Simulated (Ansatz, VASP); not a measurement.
**One calculation of MgO, two programs**

```xyz
12
Lattice="2.0806 -2.0806 0.0000 2.0806 0.0000 -2.0806 8.7844 8.7844 8.7844" Properties=species:S:1:pos:R:3 pbc="T T T"
Mg    5.2015    1.0403    3.1209
Mg    3.1209    1.0403    1.0403
Mg    7.2822    3.1209    3.1209
Mg   11.4434    5.2015    5.2015
Mg    7.2822    5.2015    5.2015
Mg    3.1209   -1.0403   -1.0403
O     5.2015    1.0403    1.0403
O     1.0403    1.0403    1.0403
O     5.2015    3.1209    3.1209
O     9.3628    5.2015    5.2015
O     9.3628    3.1209    3.1209
O     9.3628    7.2822    7.2822
```

Alike in both runs: task single point; functional LDA; k mesh 9 × 9 × 2; occupations gaussian, width 0.05 eV; no spin polarisation.

```csv
,VASP,Ansatz
version,VASP 6.6.1,Ansatz 0.2.0
potentials or method,"VASP PAW LDA potentials, release 64 (Mg, O), cutoff 520 eV","scalar-relativistic, plane waves, PAW"
valence electrons in the cell,48,96
```

Ansatz gave:

| Property | Result |
| --- | --- |
| gap on the k mesh at the Fermi level (eV) | 0.55 |
| least direct gap on the mesh (eV) | 0.55 |
| pressure (GPa) | -3.4 |
| traceless stress, the component that is largest in VASP (GPa) | -5.29 |
| rms of the force components (eV/Å) | 0.865 |

Task: Which values does VASP return?

Result: gap on the k mesh at the Fermi level (eV): 0.51; least direct gap on the mesh (eV): 0.51; pressure (GPa): -5.1; traceless stress, the component that is largest in VASP (GPa): -5.29; rms of the force components (eV/Å): 0.866.

Ansatz warns that its potentials were made for another functional, while VASP's fit it. LDA's correlation is that of Perdew and Zunger in VASP and of Perdew and Wang (1992) in Ansatz. Atom by atom the forces differ by 0.006 eV/Å (rms over components). VASP's potentials hold 48 valence electrons a cell and Ansatz's 96, so a difference there can come from the potentials and not from the codes.
